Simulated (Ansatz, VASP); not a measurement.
# Two plane-wave programs on LiH

```
Li H
1.0
     0.00000    2.00233    2.00233
     2.00233    0.00000    2.00233
     2.00233    2.00233    0.00000
Li H
1 1
Direct
  0.00000 0.00000 0.00000
  0.50000 0.50000 0.50000
```

Alike in both runs: functional r2SCAN; k mesh 10 × 10 × 10; occupations gaussian, width 0.02 eV; no spin polarisation.

Ansatz relaxed the structure, and its values are those at the end. VASP's run is a single point on that final structure, the one shown.

|  | VASP | Ansatz |
| --- | --- | --- |
| version | VASP 6.6.1 | Ansatz 0.2.0 |
| potentials or method | VASP PAW PBE potentials, release 64 (Li_sv, H), cutoff 520 eV | scalar-relativistic, plane waves, PAW |
| valence electrons in the cell | 4 | 4 |

Ansatz gave:

* gap on the k mesh at the Fermi level (eV): 3.63
* least direct gap on the mesh (eV): 3.63

Question: What did VASP give for the same quantities?

Answer: gap on the k mesh at the Fermi level (eV): 3.58; least direct gap on the mesh (eV): 3.58.

VASP's potentials were made for PBE, not for r2SCAN. The functional is the same, so the differences come from potentials, cutoffs and numerics.

Noted on VASP's run: the cutoff is short for stress, so the pressure is rough.
